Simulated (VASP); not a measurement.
SnSe:

```xyz
2
Lattice="0.0000 3.0100 3.0100 3.0100 0.0000 3.0100 3.0100 3.0100 0.0000" Properties=species:S:1:pos:R:3 pbc="T T T"
Sn    0.0000    0.0000    0.0000
Se    3.0100    3.0100    3.0100
```

```yaml
Program: VASP 6.6.1
Task: relaxation of cell and atoms
Functional: PBEsol
Potentials_or_basis: VASP PAW PBE potentials, release 64 (Sn_d, Se)
Cutoff: 600 eV
k_mesh: 6 × 6 × 6
Occupations: gaussian, width 0.01 eV
Spin: no spin polarisation
```

At the start: pressure -2.2 GPa; volume 27.27 Å³/atom.

Problem. How do energy, volume and symmetry change on relaxing?

Solution. Over 3 steps the energy falls by 8.2 meV/atom and the volume is 26.13 Å³/atom (-4.2 %); space group Fm-3m (No. 225, to 0.05 Å).

The path:
| step | energy change (eV) | largest force (eV/Å) | pressure (GPa) | volume (Å³) |
| --- | --- | --- | --- | --- |
| 1 | 0.0000 | 0.0000 | -2.23 | 54.54 |
| 2 | -0.0149 | 0.0000 | 0.74 | 51.60 |
| 3 | -0.0164 | 0.0000 | 0.02 | 52.26 |

Final structure:
```
CELL_PARAMETERS angstrom
0.00000 2.96742 2.96742
2.96742 0.00000 2.96742
2.96742 2.96742 0.00000
ATOMIC_POSITIONS crystal
Sn 0.00000 0.00000 0.00000
Se 0.50000 0.50000 0.50000
```

Caveat: the PAW data sets were made with another functional, which shifts forces and pressure a little.
